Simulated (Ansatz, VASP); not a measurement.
Two plane-wave programs on Mg3ZrN2

```
Mg Zr N
1.0
    -2.21740    2.21740    4.52605
     2.21740   -2.21740    4.52605
     2.21740    2.21740   -4.52605
Mg Zr N
3 1 2
Direct
  0.75000 0.25000 0.50000
  0.25000 0.75000 0.50000
  0.50000 0.50000 0.00000
  0.00000 0.00000 0.00000
  0.50000 0.00000 0.50000
  0.00000 0.50000 0.50000
```

Alike in both runs: functional PBE; k mesh 12 × 12 × 12; occupations gaussian, width 0.1 eV; no spin polarisation.

Ansatz relaxed the structure, and its values are those at the end. VASP's run is a single point on that final structure, the one shown.

|  | VASP | Ansatz |
| --- | --- | --- |
| version | VASP 6.6.1 | Ansatz 0.2.0 |
| potentials or method | VASP PAW PBE potentials, release 64 (Mg, Zr_sv, N), cutoff 520 eV | scalar-relativistic, plane waves, PAW |
| valence electrons in the cell | 28 | 52 |

VASP gave:

* gap on the k mesh at the Fermi level (eV): none
* pressure (GPa): -0.2

Task: What did Ansatz give for the same quantities?

Result: gap on the k mesh at the Fermi level (eV): none; pressure (GPa): 0.0.

A gap of «none» marks a metal or a gap that the smearing closes. VASP's potentials hold 28 valence electrons a cell and Ansatz's 52, so a difference there can come from the potentials and not from the codes.
